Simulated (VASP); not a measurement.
A run of VASP 6.6.1 is set up as follows.

Contents of INCAR:

```
SYSTEM = Si2W
ALGO = Normal
EDIFF = 1E-6
ENCUT = 520
GGA = PS
ISIF = 2
ISMEAR = 0
LASPH = .TRUE.
LCHARG = .TRUE.
LELF = .TRUE.
LREAL = .FALSE.
LVHAR = .TRUE.
LWAVE = .FALSE.
NBANDS = 18
NELM = 80
PREC = Accurate
SIGMA = 0.15
```

The input KPOINTS:

```
k-points
0
G
  20 20 20
  0 0 0
```

POSCAR

```
Si2W
1.0
   -1.6012497811      1.6012497811      3.7124729512
    1.6012497811     -1.6012497811      3.7124729512
    1.6012497811      1.6012497811     -3.7124729512
Si W
2 1
Direct
    0.3344989450      0.3344989450      0.0000000000
    0.6655010550      0.6655010550      0.0000000000
    0.0000000000      0.0000000000      0.0000000000
```

Potentials or basis: VASP PAW PBE potentials, release 64 (Si, W_sv).

Command:

```console
$ cat potpaw_PBE.64/Si/POTCAR potpaw_PBE.64/W_sv/POTCAR > POTCAR
$ mpirun -np 1 vasp_std > vasp.out
```

(1) Predict the pressure.

(2) What does it give for the largest force?

(3) Estimate the band gap on the k mesh.

Results:

(1) 16.1 GPa.

(2) 0.090 eV/Å.

(3) zero (bands 11 and 12 overlap by 1.06 eV).

Caveat: the cell differs from its parent crystal (strain +0.000 along x and y, -0.050 along z); the stress differs along the axes, from 6 to 36 GPa; the PAW data sets were made with another functional, which shifts forces and pressure a little; spin-orbit coupling is left out, which moves the levels of the heavy elements.
